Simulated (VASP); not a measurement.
Runs of VASP 6.6.1 on Mn. The structure is that of space group P6_3/mmc (No. 194), or close to it. The cells are those of the table. This isn't the form of Mn at room conditions, which is a 58-atom cubic cell.

```tsv
spin	cell	k mesh	gap on the mesh (eV)	pressure (GPa)	moment (μB)
collinear, ferrimagnetic start	a = 2.486, b = 2.486, c = 8.041 Å, angles 90.0, 90.0, 120.0°, 4 atoms	16 × 16 × 5	none	8.9	0.08
collinear, ferrimagnetic start	a = 2.451, b = 2.451, c = 7.928 Å, angles 90.0, 90.0, 120.0°, 4 atoms	16 × 16 × 5	none	22.1	0.00
collinear, ferrimagnetic start	a = 2.415, b = 2.415, c = 7.812 Å, angles 90.0, 90.0, 120.0°, 4 atoms	16 × 16 × 5	none	(a)	0.00
collinear, antiferromagnetic start	a = 2.520, b = 2.520, c = 8.152 Å, angles 90.0, 90.0, 120.0°, 4 atoms	14 × 14 × 4	none	0.2	(b)
```

Alike in all rows: task single point; level BLYP; potentials or basis VASP PAW PBE potentials, release 64 (Mn_pv); cutoff (eV) 520; smearing fermi-dirac 0.05 eV.

Question: Estimate the missing entries.

Answer: (a) 39.0; (b) 0.16.

Caveats: the PAW data sets were made with another functional, which shifts forces and pressure a little; the cell stands under pressure (at least some runs).

A gap of «none» marks levels without a gap at the run's occupations.
